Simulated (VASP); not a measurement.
# SnO2 (R-3m) in VASP: a series of runs

Runs on SnO2. Level: LDA. Tasks: relaxation of cell and atoms, single point.

All numbers are computed with VASP 6.6.1; they aren't measurements. Logs are shortened: lines on timing, memory, paths and dates and some standing lists are left out, and cuts for length are marked.

## 1. The cell of the first run

The structure is trigonal, space group R-3m (No. 166). Conventional cell: a = 3.234 Å, b = 3.234 Å, c = 14.402 Å, α = 90.00°, β = 90.00°, γ = 120.00°. Sn (site symmetry -3m) has 6 O at 2.13 Å within 2.8 Å. O (site symmetry 3m) has 3 Sn at 2.13 Å and 3 O at 2.76 Å within 2.8 Å.

## 2. Relaxation of cell and atoms, LDA

INCAR reads:

```
PREC = Accurate
ENCUT = 600
EDIFF = 1E-6
ISMEAR = 0
SIGMA = 0.1
LREAL = False
LASPH = True
NELM = 60
ALGO = Normal
ISIF = 3
LWAVE = False
LCHARG = False
IBRION = 2
NSW = 100
EDIFFG = -0.05
```

KPOINTS reads:

```
Automatic mesh
0
Gamma
  6 6 6
```

POSCAR reads:

```
SnO2
1.0
    1.6170930752      0.9336291223      4.8005925840
   -1.6170930752      0.9336291223      4.8005925840
    0.0000000000     -1.8672582446      4.8005925840
Sn O
1 2
Direct
    0.5000000000      0.5000000000      0.5000000000
    0.2371700000      0.2371700000      0.2371700000
    0.7628300000      0.7628300000      0.7628300000
```

Potentials or basis: VASP PAW LDA potentials, release 64 (Sn_d, O).

The run is started by

```bash
cat potpaw_LDA.64/Sn_d/POTCAR potpaw_LDA.64/O/POTCAR > POTCAR
mpirun -np 1 vasp_std > vasp.out
```

OUTCAR:

```text
PREC = Accurate
   ENCUT = 600
   EDIFF = 1E-6
   ISMEAR = 0
   LREAL = False
   LASPH = True
   NELM = 60
   ISIF = 3
   IBRION = 2
   NSW = 100
   EDIFFG = -0.05

 ion  position               nearest neighbor table
   1  0.500  0.500  0.500-   2 2.13   2 2.13   3 2.13   3 2.13   2 2.13   3 2.13
   2  0.237  0.237  0.237-   1 2.13   1 2.13   1 2.13
   3  0.763  0.763  0.763-   1 2.13   1 2.13   1 2.13

  LATTYP: Found a trigonal (rhomboedric) cell.
 ALAT       =     5.1509554948
 COS(alpha) =     0.8028828391

  Lattice vectors:

 A1 = (   1.6170930752,   0.9336291223,   4.8005925840)
 A2 = (  -1.6170930752,   0.9336291223,   4.8005925840)
 A3 = (   0.0000000000,  -1.8672582446,   4.8005925840)

Analysis of symmetry for initial positions (statically):
=====================================================================
 Subroutine PRICEL returns:
 Original cell was already a primitive cell.

 Routine SETGRP: Setting up the symmetry group for a
 trigonal (rhombohedral) supercell.

 Subroutine GETGRP returns: Found 12 space group operations
 (whereof 12 operations were pure point group operations)
 out of a pool of 12 trial point group operations.

The static configuration has the point symmetry D_3d.

Analysis of symmetry for dynamics (positions and initial velocities):
=====================================================================
 Subroutine PRICEL returns:
 Original cell was already a primitive cell.

 Routine SETGRP: Setting up the symmetry group for a
 trigonal (rhombohedral) supercell.

 Subroutine GETGRP returns: Found 12 space group operations
 (whereof 12 operations were pure point group operations)
 out of a pool of 12 trial point group operations.

The dynamic configuration has the point symmetry D_3d.

 Subroutine INISYM returns: Found 12 space group operations
 (whereof 12 operations are pure point group operations),
 and found     1 'primitive' translations

----------------------------------------------------------------------------------------

                                     Primitive cell

  volume of cell :      43.4866

  direct lattice vectors                    reciprocal lattice vectors
     1.617093075  0.933629122  4.800592584     0.309196797  0.178514854  0.069435872
    -1.617093075  0.933629122  4.800592584    -0.309196797  0.178514854  0.069435872
     0.000000000 -1.867258245  4.800592584     0.000000000 -0.357029708  0.069435872

  length of vectors
     5.150955495  5.150955495  5.150955495     0.363719058  0.363719058  0.363719058
[... 108 lines left out ...]
   GGA     = CA    functional components
   LHFCALC =     F    Hartree Fock is set to
   AEXX    =    0.0000 exact exchange contribution
   IVDW    =     0    specifies the selected vdW correction
   LEPSILON=     F    determine dielectric tensor
   LRPA    =     F    only Hartree local field effects (RPA)
 conjugate gradient relaxation of ions
 non-spin polarized calculation
 Gauss-broadening in eV      SIGMA  =   0.10
  energy-cutoff  :      600.00
  volume of cell :       43.49
 maximum number of plane-waves:      1466
 NGX is ok and might be reduce to    42
   NGX = 21   NGY = 21   NGZ = 21

--------------------------------------- Ionic step        1  -------------------------------------------

 number of electron      26.0000002 magnetization

 Free energy of the ion-electron system (eV)
  ---------------------------------------------------
  ext. energy  EPLUGINS =         0.00000000
  ---------------------------------------------------
  free energy    TOTEN  =       -20.44097130 eV

  energy without entropy =      -20.44097130  energy(sigma->0) =      -20.44097130

------------------------ aborting loop because EDIFF is reached ----------------------------------------

  FORCE on cell =-STRESS in cart. coord.  units (eV):
  Direction    XX          YY          ZZ          XY          YZ          ZX
  --------------------------------------------------------------------------------------
  -------------------------------------------------------------------------------------
  Total       -2.5156402     -2.5156402     -1.9829897      0.0000000      0.0000000      0.0000000
  in kB      -92.6837521    -92.6837521    -73.0593043      0.0000000      0.0000000      0.0000000
  external PRESSURE =     -86.1422695 kB  Pullay stress =       0.0000000 kB
[... 92 lines left out ...]
  FREE ENERGIE OF THE ION-ELECTRON SYSTEM (eV)
  ---------------------------------------------------
  free  energy   TOTEN  =       -20.5078188540 eV

  energy  without entropy=      -20.5078188540  energy(sigma->0) =      -20.50781885

[... ionic steps 4 to 17 ...]

--------------------------------------- Ionic step       18  -------------------------------------------

 number of electron      26.0000001 magnetization

------------------------ aborting loop because EDIFF is reached ----------------------------------------
[... 69 lines left out ...]
--------------------------------------- Ionic step       20  -------------------------------------------

 number of electron      26.0000000 magnetization

 Free energy of the ion-electron system (eV)
  ---------------------------------------------------
  ext. energy  EPLUGINS =         0.00000000
  ---------------------------------------------------
  free energy    TOTEN  =       -20.58030812 eV

  energy without entropy =      -20.58030812  energy(sigma->0) =      -20.58030812

 E-fermi :   6.2464     XC(G=0): -11.7793

 val. band max:        5.7708894376   @ k =   0.0000   0.0000   0.0000
 cond. band min:       7.1822113817   @ k =   0.0000   0.0000   0.0000
 fundamental gap:      1.4113219441
 Fermi energy:         6.2464102411

 k-point     1 :       0.0000    0.0000    0.0000
  band No.  band energies     occupation
      1     -14.5770      2.00000
      2     -14.2804      2.00000
      3     -14.2804      2.00000
      4     -14.0429      2.00000
      5     -14.0429      2.00000
      6     -12.7844      2.00000
[... 457 lines left out ...]
      4     -14.0530      2.00000
      5     -13.9605      2.00000
      6     -11.0235      2.00000
[... 9 lines left out ...]
     16      15.8646      0.00000
     17      16.3165      0.00000

 [... further k-points ...]

------------------------ aborting loop because EDIFF is reached ----------------------------------------

  FORCE on cell =-STRESS in cart. coord.  units (eV):
  Direction    XX          YY          ZZ          XY          YZ          ZX
  --------------------------------------------------------------------------------------
  -------------------------------------------------------------------------------------
  Total        0.0200694      0.0200694      0.0559534      0.0000000      0.0000000     -0.0000000
  in kB        0.8952599      0.8952599      2.4959784      0.0000000      0.0000000     -0.0000000
  external PRESSURE =       1.4288327 kB  Pullay stress =       0.0000000 kB
[... 18 lines left out ...]
  FREE ENERGIE OF THE ION-ELECTRON SYSTEM (eV)
  ---------------------------------------------------
  free  energy   TOTEN  =       -20.5803081194 eV

  energy  without entropy=      -20.5803081194  energy(sigma->0) =      -20.58030812

 reached required accuracy - stopping structural energy minimisation
```

CONTCAR:

```text
SnO2
   1.00000000000000
     1.6102706780498059    0.9296902094683323    3.9985969922969247
    -1.6102706780498059    0.9296902094683323    3.9985969922969247
    -0.0000000000000000   -1.8593804189366645    3.9985969922969247
  Sn              O
     1     2
Direct
     0.5000000000000000    0.5000000000000000    0.5000000000000000
     0.2465045260358455    0.2465045260358455    0.2465045260358455
     0.7534954739641545    0.7534954739641545    0.7534954739641545

  0.00000000E+00  0.00000000E+00  0.00000000E+00
  0.00000000E+00  0.00000000E+00  0.00000000E+00
  0.00000000E+00  0.00000000E+00  0.00000000E+00
```

Wall time 23 min (1 thread of Intel Xeon 8259CL, shared host); peak memory 0.25 GiB.

What came out:

* Free energy: -20.5803 eV
* Relaxed volume: 11.97 Å³/atom
* Relaxed cell: a = 4.410 Å, b = 4.410 Å, c = 4.410 Å, α = 42.83°, β = 42.83°, γ = 42.83°
* Space group after relaxing (to 0.1 Å): R-3m (No. 166)
* Energy gained by relaxing: 46.4 meV/atom
* Ionic steps: 20
* Pressure after relaxing: 0.1 GPa
* Largest force after relaxing: 0.040 eV/Å
* Band gap on the k mesh: 1.41 eV

Forces in eV/Å, atoms in the order of the input:
```
Sn   0.000  0.000  0.000
O    0.000  0.000 -0.040
O    0.000  0.000  0.040
```

Stress tensor (GPa, compression positive):
```
0.09 0.00 0.00
0.00 0.09 0.00
0.00 0.00 0.25
```

Step by step:
```
step  energy change (eV)  largest force (eV/Å)  pressure (GPa)  volume (Å³)
   1              0.0000                0.6191           -8.61        43.49
   2              0.0755                1.2570           15.15        38.76
   3             -0.0668                0.0550           -0.47        41.45
   4             -0.0669                0.0699           -0.26        41.41
   5             -0.0718                0.1154           -0.35        41.21
   6             -0.0831                0.2494           -0.47        40.57
   7             -0.0903                0.5067           -0.64        39.25
   8             -0.0926                0.4973           -0.72        39.13
   9             -0.0994                0.4712           -0.85        38.77
  10             -0.1113                0.4168           -1.04        38.05
  11             -0.1266                0.2953           -0.99        36.59
  12             -0.0968                0.0712            2.85        33.59
  13             -0.1249                0.3290           -0.16        35.98
  14             -0.1240                0.2487            0.46        35.32
  15             -0.1249                0.2901            0.09        35.63
  16             -0.1314                0.1772           -0.26        35.78
  17             -0.1377                0.1436           -1.49        36.16
  18             -0.1380                0.0879           -1.31        36.10
  19             -0.1384                0.0002            1.35        35.77
  20             -0.1393                0.0404            0.14        35.92
```

Final structure:
```cif
data_structure
_symmetry_space_group_name_H-M 'P 1'
_symmetry_Int_Tables_number 1
_cell_length_a 4.4098
_cell_length_b 4.4098
_cell_length_c 4.4098
_cell_angle_alpha 42.835
_cell_angle_beta 42.835
_cell_angle_gamma 42.835
_cell_volume 35.92
loop_
_atom_site_label
_atom_site_type_symbol
_atom_site_fract_x
_atom_site_fract_y
_atom_site_fract_z
_atom_site_occupancy
Sn1 Sn 0.50000 0.50000 0.50000 1
O1 O 0.24650 0.24650 0.24650 1
O2 O 0.75350 0.75350 0.75350 1
```

Caveat: the volume moved by over 15 % at a fixed basis, so the end points are rough; spin-orbit coupling is left out, which moves the levels of the heavy elements; the relaxation stopped at a loose force limit of 0.05 eV/Å, so its end isn't a converged minimum.

## 3. Single point, LDA

This run uses another cell than the first one, of 12.12 Å³/atom.

INCAR reads:

```
PREC = Accurate ; ENCUT = 520
EDIFF = 1E-7 ; ISMEAR = 0
SIGMA = 0.02 ; LREAL = F
LASPH = T ; NELM = 100
ALGO = Normal ; ISIF = 2
LWAVE = F ; LCHARG = F
NBANDS = 20
```

KPOINTS reads:

```
regular mesh
0
Gamma
  12 12 12
```

POSCAR reads:

```
SnO2
1.0
    1.6039156916      0.9260211563      4.0813809037
   -1.6039156916      0.9260211563      4.0813809037
    0.0000000000     -1.8520423126      4.0813809037
Sn O
1 2
Direct
    0.5000000000      0.5000000000      0.5000000000
    0.2451905456      0.2451905456      0.2451905456
    0.7548094544      0.7548094544      0.7548094544
```

Potentials or basis: VASP PAW LDA potentials, release 64 (Sn_d, O).

The run is started by

```bash
cat potpaw_LDA.64/Sn_d/POTCAR potpaw_LDA.64/O/POTCAR > POTCAR
mpirun -np 1 vasp_std > vasp.out
```

It took 5.5 min on 1 thread of Intel Xeon 8259CL, shared host; peak memory 0.26 GiB.

Results (log left out):

```yaml
Free_energy: -20.5604 eV
Pressure: 1.0 GPa
Largest_force: 0.063 eV/Å
Band_gap_on_the_k_mesh: 1.56 eV
```

Forces on the atoms (eV/Å):
```
Sn   0.000  0.000  0.000
O    0.000  0.000  0.063
O    0.000  0.000 -0.063
```

Stress tensor (GPa, compression positive):
```
1.34 0.00 0.00
0.00 1.34 0.00
0.00 0.00 0.30
```

Levels at points of the mesh, in eV from the valence-band top:
```tsv
k point	band 10	band 11	band 12	band 13	band 14	band 15	band 16	band 17
(0.00, 0.00, 0.00)	-1.66	-1.42	-1.42	0.00	1.56	5.22	10.47	10.47
(0.50, 0.00, 0.00)	-3.49	-2.17	-1.35	-1.13	5.50	7.87	9.73	12.56
(0.50, 0.50, 0.00)	-3.88	-1.11	-0.59	-0.05	4.76	6.68	10.84	11.01
(0.50, 0.50, 0.50)	-1.96	-1.96	-1.20	-1.20	3.79	5.88	11.11	11.11
```

Caveat: spin-orbit coupling is left out, which moves the levels of the heavy elements.

## 4. Single point, LDA

This run uses another cell than the first one, of 12.12 Å³/atom.

INCAR reads:

```
PREC     = Accurate       # precision mode
ENCUT    = 520            # plane-wave cutoff, eV
EDIFF    = 1E-6           # SCF threshold, eV
ISMEAR   = 0              # smearing method
SIGMA    = 0.05           # smearing width, eV
LREAL    = False          # projectors in reciprocal space
LASPH    = True           # aspherical terms in the spheres
NELM     = 100            # most SCF steps
ALGO     = Normal         # electronic algorithm
ISIF     = 2              # what is computed and relaxed
LWAVE    = False          # write WAVECAR
LCHARG   = True           # write CHGCAR
LELF     = True           # ELF
LVHAR    = True         
NBANDS   = 20             # bands
```

KPOINTS is that of step 3.

POSCAR is that of step 3.

Potentials or basis: VASP PAW LDA potentials, release 64 (Sn_d, O).

The run is started by

```bash
cat potpaw_LDA.64/Sn_d/POTCAR potpaw_LDA.64/O/POTCAR > POTCAR
mpirun -np 1 vasp_std > vasp.out
```

OUTCAR:

```text
PREC = Accurate
   ENCUT = 520
   EDIFF = 1E-6
   ISMEAR = 0
   LREAL = False
   LASPH = True
   NELM = 100
   ISIF = 2

 ion  position               nearest neighbor table
   1  0.500  0.500  0.500-   2 2.09   3 2.09   2 2.09   2 2.09   3 2.09   3 2.09
   2  0.245  0.245  0.245-   1 2.09   1 2.09   1 2.09
   3  0.755  0.755  0.755-   1 2.09   1 2.09   1 2.09

  LATTYP: Found a trigonal (rhomboedric) cell.
 ALAT       =     4.4819338247
 COS(alpha) =     0.7438689745

  Lattice vectors:
[... 744 lines left out ...]

  FORCE on cell =-STRESS in cart. coord.  units (eV):
  Direction    XX          YY          ZZ          XY          YZ          ZX
  --------------------------------------------------------------------------------------
  -------------------------------------------------------------------------------------
  Total        0.2990706      0.2990706      0.0621385      0.0000000      0.0000000      0.0000000
  in kB       13.1741772     13.1741772      2.7372243      0.0000000      0.0000000      0.0000000
  external PRESSURE =       9.6951929 kB  Pullay stress =       0.0000000 kB

 VOLUME and BASIS-vectors are now :
 -----------------------------------------------------------------------------
  energy-cutoff  :      520.00
  volume of cell :       36.37
      direct lattice vectors                 reciprocal lattice vectors
     1.603915692  0.926021156  4.081380904     0.311737084  0.179981489  0.081671704
    -1.603915692  0.926021156  4.081380904    -0.311737084  0.179981489  0.081671704
     0.000000000 -1.852042313  4.081380904     0.000000000 -0.359962978  0.081671704

 POSITION                                       TOTAL-FORCE (eV/Angst)
 -----------------------------------------------------------------------------------
      0.00000      0.00000      6.12207         0.000000     -0.000000     -0.000000
      0.00000      0.00000      3.00215         0.000000      0.000000      0.063515
      0.00000      0.00000      9.24199         0.000000      0.000000     -0.063515
 -----------------------------------------------------------------------------------
    total drift:                                0.000000     -0.000000      0.000000

  FREE ENERGIE OF THE ION-ELECTRON SYSTEM (eV)
  ---------------------------------------------------
  free  energy   TOTEN  =       -20.5603585953 eV

  energy  without entropy=      -20.5603585953  energy(sigma->0) =      -20.56035860
```

Wall time 4.8 min (1 thread of Intel Xeon 8259CL, shared host); peak memory 0.26 GiB.

What came out:

```
Free energy            : -20.5604 eV
Pressure               : 1.0 GPa
Largest force          : 0.064 eV/Å
Band gap on the k mesh : 1.56 eV
```

Forces in eV/Å, atoms in the order of the input:
```
Sn   0.000  0.000  0.000
O    0.000  0.000  0.064
O    0.000  0.000 -0.064
```

Stress tensor (GPa, compression positive):
```
1.32 0.00 0.00
0.00 1.32 0.00
0.00 0.00 0.27
```

Caveat: spin-orbit coupling is left out, which moves the levels of the heavy elements. A k mesh can miss the band edges.

(Part 1 of 2 ends here.)
